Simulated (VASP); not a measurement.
# InP (F-43m) in VASP: notebook

Aim: see how the results for InP move with the level of theory and the settings. Levels: HSE06, r2SCAN50, PBE-based global hybrid with 35 % exact exchange, PBE-based screened hybrid with 15 % exact exchange, PBE-based global hybrid with 10 % exact exchange. Tasks: single point.

All numbers are computed with VASP 6.6.1; they aren't measurements. Logs are shortened: lines on timing, memory, paths and dates and some standing lists are left out, and cuts for length are marked.

## Step 1: The cell of the first run

It takes space group F-43m (No. 216, cubic). The conventional cell has a = 5.908 Å, b = 5.908 Å, c = 5.908 Å, α = 90.00°, β = 90.00°, γ = 90.00°. Within 3.4 Å of In (site symmetry -43m) lie 4 P at 2.56 Å. Within 3.4 Å of P (site symmetry -43m) lie 4 In at 2.56 Å.

## Step 2: Single point, HSE06

File POSCAR:

```
InP
1.0
    0.0000000000      2.9537876370      2.9537876370
    2.9537876370      0.0000000000      2.9537876370
    2.9537876370      2.9537876370      0.0000000000
In P
1 1
Direct
    0.0000000000      0.0000000000      0.0000000000
    0.2500000000      0.2500000000      0.2500000000
```

File INCAR.step1:

```
  ALGO = Normal
  EDIFF = 1E-5
  ENCUT = 520
  GGA = PE
  ISIF = 2
  ISMEAR = 0
  LASPH = T
  LREAL = F
  LWAVE = T
  NBANDS = 16
  NELM = 80
  PREC = Accurate
  SIGMA = 0.01
```

File INCAR.step2:

```
  ALGO = Normal
  EDIFF = 1E-6
  ENCUT = 520
  GGA = PE
  HFSCREEN = 0.2079
  ISIF = 2
  ISMEAR = 0
  ISTART = 1
  LASPH = T
  LCHARG = T
  LELF = T
  LHFCALC = T
  LREAL = F
  LVHAR = T
  LWAVE = F
  NBANDS = 16
  NELM = 80
  PREC = Accurate
  PRECFOCK = Normal
  SIGMA = 0.01
```

File KPOINTS:

```
k-points
0
Gamma
  4 4 4
```

Potentials or basis: VASP PAW PBE potentials, release 64 (In_d, P).

Started as:

```sh
cat potpaw_PBE.64/In_d/POTCAR potpaw_PBE.64/P/POTCAR > POTCAR
cp INCAR.step1 INCAR
mpirun -np 1 vasp_std > vasp.out
cp INCAR.step2 INCAR
mpirun -np 1 vasp_std > vasp.out
```

OUTCAR:

```text
EDIFF = 1E-6
   ENCUT = 520
   GGA = PE
   HFSCREEN = 0.2079
   ISIF = 2
   ISMEAR = 0
   ISTART = 1
   LASPH = T
   LHFCALC = T
   LREAL = F
   NELM = 80
   PREC = Accurate
   PRECFOCK = Normal

 ion  position               nearest neighbor table
   1  0.000  0.000  0.000-   2 2.56   2 2.56   2 2.56   2 2.56
   2  0.250  0.250  0.250-   1 2.56   1 2.56   1 2.56   1 2.56

  LATTYP: Found a face centered cubic cell.
 ALAT       =     5.9075752740

  Lattice vectors:

 A1 = (   0.0000000000,   2.9537876370,   2.9537876370)
 A2 = (   2.9537876370,   0.0000000000,   2.9537876370)
 A3 = (   2.9537876370,   2.9537876370,   0.0000000000)

Analysis of symmetry for initial positions (statically):
=====================================================================
 Subroutine PRICEL returns:
 Original cell was already a primitive cell.

 Routine SETGRP: Setting up the symmetry group for a
 face centered cubic supercell.

 Subroutine GETGRP returns: Found 24 space group operations
 (whereof 24 operations were pure point group operations)
 out of a pool of 48 trial point group operations.

The static configuration has the point symmetry T_d .

Analysis of symmetry for dynamics (positions and initial velocities):
=====================================================================
 Subroutine PRICEL returns:
 Original cell was already a primitive cell.

 Routine SETGRP: Setting up the symmetry group for a
 face centered cubic supercell.

 Subroutine GETGRP returns: Found 24 space group operations
 (whereof 24 operations were pure point group operations)
 out of a pool of 48 trial point group operations.

The dynamic configuration has the point symmetry T_d .

 Subroutine INISYM returns: Found 24 space group operations
 (whereof 24 operations are pure point group operations),
 and found     1 'primitive' translations

----------------------------------------------------------------------------------------

                                     Primitive cell

  volume of cell :      51.5428

  direct lattice vectors                    reciprocal lattice vectors
     0.000000000  2.953787637  2.953787637    -0.169274187  0.169274187  0.169274187
     2.953787637  0.000000000  2.953787637     0.169274187 -0.169274187  0.169274187
     2.953787637  2.953787637  0.000000000     0.169274187  0.169274187 -0.169274187

  length of vectors
     4.177286537  4.177286537  4.177286537     0.293191492  0.293191492  0.293191492

  position of ions in fractional coordinates (direct lattice)
     0.000000000  0.000000000  0.000000000
     0.250000000  0.250000000  0.250000000

  ion indices of the primitive-cell ions
   primitive index   ion index
                 1           1
                 2           2

----------------------------------------------------------------------------------------

 KPOINTS: k-points

Automatic generation of k-mesh.
 Grid dimensions read from file:
 generate k-points for:    4    4    4

 Generating k-lattice:

  Cartesian coordinates                     Fractional coordinates (reciprocal lattice)
    -0.042318547  0.042318547  0.042318547     0.250000000  0.000000000  0.000000000
     0.042318547 -0.042318547  0.042318547     0.000000000  0.250000000  0.000000000
     0.042318547  0.042318547 -0.042318547     0.000000000  0.000000000  0.250000000

  Length of vectors
     0.073297873  0.073297873  0.073297873

  Shift w.r.t. Gamma in fractional coordinates (k-lattice)
     0.000000000  0.000000000  0.000000000

 Subroutine IBZKPT returns following result:
 ===========================================

 Found      8 irreducible k-points:

 Following reciprocal coordinates:
            Coordinates               Weight
  0.000000  0.000000  0.000000      1.000000
  0.250000  0.000000  0.000000      8.000000
  0.500000  0.000000  0.000000      4.000000
  0.250000  0.250000  0.000000      6.000000
  0.500000  0.250000  0.000000     24.000000
 -0.250000  0.250000  0.000000     12.000000
  0.500000  0.500000  0.000000      3.000000
 -0.250000  0.500000  0.250000      6.000000
   k-points           NKPTS =      8   k-points in BZ     NKDIM =     64   number of bands    NBANDS=     16
   number of dos      NEDOS =    301   number of ions     NIONS =      2
   total plane-waves  NPLWV =  32768
   dimension x,y,z NGX =    32 NGY =   32 NGZ =   32
   dimension x,y,z NGXF=    64 NGYF=   64 NGZF=   64
   ions per type =               1   1
   NGX,Y,Z   is equivalent  to a cutoff of  12.74, 12.74, 12.74 a.u.
   NGXF,Y,Z  is equivalent  to a cutoff of  25.47, 25.47, 25.47 a.u.
 SYSTEM =  unknown system
   PREC   = accura    normal or accurate (medium, high low for compatibility)
   ISTART =      1    job   : 0-new  1-cont  2-samecut
   ICHARG =      0    charge: 1-file 2-atom 10-const
   ISPIN  =      1    spin polarized calculation?
   LNONCOLLINEAR =      F non collinear calculations
   LSORBIT =      F    spin-orbit coupling
   LASPH  =      T    aspherical Exc in radial PAW
   ENCUT  =  520.0 eV  38.22 Ry    6.18 a.u.   7.77  7.77  7.77*2*pi/ulx,y,z
   NELM   =     80;   NELMIN=  2; NELMDL=  0     # of ELM steps
   EDIFF  = 0.1E-05   stopping-criterion for ELM
   LREAL  =      F    real-space projection
   EDIFFG = 0.1E-04   stopping-criterion for IOM
   NSW    =      0    number of steps for IOM
   IBRION =     -1    ionic relax: 0-MD 1-quasi-New 2-CG
   NFREE  =      0    steps in history (QN), initial steepest desc. (CG)
   ISIF   =      2    stress and relaxation
   ISYM   =      3    0-nonsym 1-usesym 2-fastsym
   POTIM  = 0.5000    time-step for ionic-motion
   TEBEG  =    0.0;   TEEND  =   0.0 temperature during run
   PSTRESS=    0.0 pullay stress
   NELECT =      18.0000    total number of electrons
   NUPDOWN=      -1.0000    fix difference up-down
   EMIN   =  10.00;   EMAX   =-10.00  energy-range for DOS
   EFERMI =   0.00;   METHOD = LEGACY
   ISMEAR =     0;   SIGMA  =   0.01  broadening in eV -4-tet -1-fermi 0-gaus
   EFERMI_NEDOS =   21; number of points for ismear=-14 and -15
   IALGO  =     38    algorithm
   IMIX   =      1    mixing-type and parameters
     AMIX     =   0.40;   BMIX     =  1.00
     AMIX_MAG =   1.60;   BMIX_MAG =  1.00
  volume/ion in A,a.u.               =      25.77       173.91
  Fermi-wavevector in a.u.,A,eV,Ry     =   1.152860  2.178589 18.083301  1.329085
  Thomas-Fermi vector in A             =   2.289508
   LORBIT       =      0    0 simple, 1 ext, 2 COOP (PROOUT), +10 PAW based schemes
   GGA     = PE    functional components
   LHFCALC =     T    Hartree Fock is set to
   PRECFOCK=normal    Normal, Fast or Accurate (Low or Medium for compatibility)
   ENCUT4O =  -1.0   cutoff for four orbital integrals eV
   NKREDX  =     1    reduce k-point grid by
   NKREDY  =     1    reduce k-point grid by
   NKREDZ  =     1    reduce k-point grid by
   AEXX    =    0.2500 exact exchange contribution
   HFSCREEN=    0.2079 screening length (either q_TF or 0.3 A-1)
   HFSCREENC=   0.2079 screening length for correlation (either q_TF or 0.3 A-1)
   ENCUTFOCK=  -1.0 apply spherical cutoff to Coloumb kernel
   IVDW    =     0    specifies the selected vdW correction
   LEPSILON=     F    determine dielectric tensor
   LRPA    =     F    only Hartree local field effects (RPA)
 non-spin polarized calculation
 Gauss-broadening in eV      SIGMA  =   0.01
  energy-cutoff  :      520.00
  volume of cell :       51.54
 maximum number of plane-waves:      1411
  NGX = 24; NGY = 24; NGZ = 24

 number of electron      18.0000009 magnetization

 Free energy of the ion-electron system (eV)
  ---------------------------------------------------
  ext. energy  EPLUGINS =         0.00000000
  ---------------------------------------------------
  free energy    TOTEN  =        -9.90117436 eV

  energy without entropy =       -9.90117436  energy(sigma->0) =       -9.90117436

 E-fermi :   4.5987     XC(G=0):  -7.6337

 val. band max:        4.5304312434   @ k =   0.0000   0.0000   0.0000
 cond. band min:       5.9192081636   @ k =   0.0000   0.0000   0.0000
 fundamental gap:      1.3887769202
 Fermi energy:         4.5986707085

 k-point     1 :       0.0000    0.0000    0.0000
  band No.  band energies     occupation
      1     -11.3339      2.00000
      2     -11.3339      2.00000
      3     -11.3339      2.00000
      4     -11.1848      2.00000
      5     -11.1848      2.00000
      6      -8.0232      2.00000
      7       4.5304      2.00000
      8       4.5304      2.00000
      9       4.5304      2.00000
     10       5.9192      0.00000
     11       9.4432      0.00000
     12       9.4432      0.00000
     13       9.4432      0.00000
     14      14.0017      0.00000
     15      14.9833      0.00000
     16      14.9833      0.00000

 k-point     2 :       0.2500    0.0000    0.0000
  band No.  band energies     occupation
      1     -11.3866      2.00000
      2     -11.3120      2.00000
      3     -11.3120      2.00000
      4     -11.1826      2.00000
      5     -11.1826      2.00000
      6      -7.3149      2.00000
      7       0.9054      2.00000
      8       3.9503      2.00000
      9       3.9503      2.00000
     10       7.0511      0.00000
     11      10.1763      0.00000
     12      10.1763      0.00000
     13      10.7070      0.00000
     14      14.0577      0.00000
     15      14.0577      0.00000
     16      14.5376      0.00000

 k-point     3 :       0.5000    0.0000    0.0000
  band No.  band energies     occupation
      1     -11.4360      2.00000
      2     -11.2967      2.00000
      3     -11.2967      2.00000
      4     -11.1734      2.00000
      5     -11.1734      2.00000
      6      -6.2296      2.00000
      7      -1.5753      2.00000
      8       3.5071      2.00000
      9       3.5071      2.00000
     10       6.7400      0.00000
     11      10.1765      0.00000
     12      10.1765      0.00000
     13      12.5233      0.00000
     14      14.9962      0.00000
     15      16.2992      0.00000
     16      16.2992      0.00000

 k-point     4 :       0.2500    0.2500    0.0000
  band No.  band energies     occupation
      1     -11.4241      2.00000
      2     -11.2862      2.00000
      3     -11.2862      2.00000
      4     -11.2055      2.00000
      5     -11.1693      2.00000
      6      -7.0788      2.00000
      7       1.0187      2.00000
      8       3.0564      2.00000
      9       3.0564      2.00000
     10       7.7468      0.00000
     11       8.4275      0.00000
     12      11.8563      0.00000
     13      11.8563      0.00000
     14      12.3118      0.00000
     15      15.5851      0.00000
     16      17.6254      0.00000

 k-point     5 :       0.5000    0.2500    0.0000
  band No.  band energies     occupation
      1     -11.4596      2.00000
      2     -11.2748      2.00000
      3     -11.2643      2.00000
      4     -11.2030      2.00000
      5     -11.1663      2.00000
      6      -5.9532      2.00000
      7      -1.1372      2.00000
      8       1.6983      2.00000
      9       2.6993      2.00000
     10       7.8080      0.00000
     11       9.7686      0.00000
     12      11.5665      0.00000
     13      12.1494      0.00000
     14      15.0135      0.00000
     15      16.4439      0.00000
     16      17.6511      0.00000

 k-point     6 :      -0.2500    0.2500    0.0000
  band No.  band energies     occupation
      1     -11.4327      2.00000
      2     -11.2896      2.00000
      3     -11.2843      2.00000
      4     -11.1860      2.00000
      5     -11.1805      2.00000
      6      -6.3567      2.00000
      7      -0.5413      2.00000
      8       1.5836      2.00000
      9       3.4557      2.00000
     10       8.3237      0.00000
     11      10.4673      0.00000
     12      10.9183      0.00000
     13      11.0923      0.00000
     14      13.5335      0.00000
     15      15.9588      0.00000
     16      17.5322      0.00000

 k-point     7 :       0.5000    0.5000    0.0000
  band No.  band energies     occupation
      1     -11.5000      2.00000
      2     -11.2365      2.00000
      3     -11.2364      2.00000
      4     -11.2305      2.00000
      5     -11.1538      2.00000
      6      -5.5424      2.00000
      7      -1.5981      2.00000
      8       2.0782      2.00000
      9       2.0782      2.00000
     10       6.9393      0.00000
     11       7.5311      0.00000
     12      14.8064      0.00000
     13      15.2689      0.00000
     14      15.2689      0.00000
     15      16.4890      0.00000
     16      17.4559      0.00000

 k-point     8 :      -0.2500    0.5000    0.2500
  band No.  band energies     occupation
      1     -11.4687      2.00000
      2     -11.2767      2.00000
      3     -11.2434      2.00000
      4     -11.2037      2.00000
      5     -11.1717      2.00000
      6      -5.4695      2.00000
      7      -1.4233      2.00000
      8       1.4190      2.00000
      9       1.4982      2.00000
     10       9.5691      0.00000
     11       9.8328      0.00000
     12      10.9702      0.00000
     13      11.5674      0.00000
     14      15.8231      0.00000
     15      17.0088      0.00000
     16      17.6025      0.00000

------------------------ aborting loop because EDIFF is reached ----------------------------------------

  FORCE on cell =-STRESS in cart. coord.  units (eV):
  Direction    XX          YY          ZZ          XY          YZ          ZX
  --------------------------------------------------------------------------------------
  -------------------------------------------------------------------------------------
  Total       -0.0589512     -0.0589512     -0.0589512     -0.0000000     -0.0000000     -0.0000000
  in kB       -1.8324645     -1.8324645     -1.8324645     -0.0000000     -0.0000000     -0.0000000
  external PRESSURE =      -1.8324645 kB  Pullay stress =       0.0000000 kB

 VOLUME and BASIS-vectors are now :
 -----------------------------------------------------------------------------
  energy-cutoff  :      520.00
  volume of cell :       51.54
      direct lattice vectors                 reciprocal lattice vectors
     0.000000000  2.953787637  2.953787637    -0.169274187  0.169274187  0.169274187
     2.953787637  0.000000000  2.953787637     0.169274187 -0.169274187  0.169274187
     2.953787637  2.953787637  0.000000000     0.169274187  0.169274187 -0.169274187

 POSITION                                       TOTAL-FORCE (eV/Angst)
 -----------------------------------------------------------------------------------
      0.00000      0.00000      0.00000        -0.000000     -0.000000     -0.000000
      1.47689      1.47689      1.47689         0.000000      0.000000      0.000000
 -----------------------------------------------------------------------------------
    total drift:                                0.000092      0.000094      0.000052

  FREE ENERGIE OF THE ION-ELECTRON SYSTEM (eV)
  ---------------------------------------------------
  free  energy   TOTEN  =        -9.9011743552 eV

  energy  without entropy=       -9.9011743552  energy(sigma->0) =       -9.90117436
```

Run time: 6.5 min. Hardware: 1 thread of Intel Xeon Platinum 8259CL at 2.50GHz (Skylake/Cascade Lake), shared host; peak memory 0.28 GiB.

What came out:

```yaml
Free_energy: -9.9012 eV
Pressure: -0.2 GPa
Band_gap_on_the_k_mesh: 1.39 eV
```

Levels at points of the mesh, in eV from the valence-band top:
| k point | band 5 | band 6 | band 7 | band 8 | band 9 | band 10 | band 11 | band 12 | band 13 | band 14 |
| --- | --- | --- | --- | --- | --- | --- | --- | --- | --- | --- |
| (0.00, 0.00, 0.00) | -15.72 | -12.55 | 0.00 | 0.00 | 0.00 | 1.39 | 4.91 | 4.91 | 4.91 | 9.47 |
| (0.50, 0.00, 0.00) | -15.70 | -10.76 | -6.11 | -1.02 | -1.02 | 2.21 | 5.65 | 5.65 | 7.99 | 10.47 |
| (0.50, 0.50, 0.00) | -15.68 | -10.07 | -6.13 | -2.45 | -2.45 | 2.41 | 3.00 | 10.28 | 10.74 | 10.74 |

Caveat: the k points lie up to 0.46 Å⁻¹ apart; the PAW data sets were made with another functional, which shifts forces and pressure a little; spin-orbit coupling is left out, which moves the levels of the heavy elements.

(Part 1 of 2 ends here.)
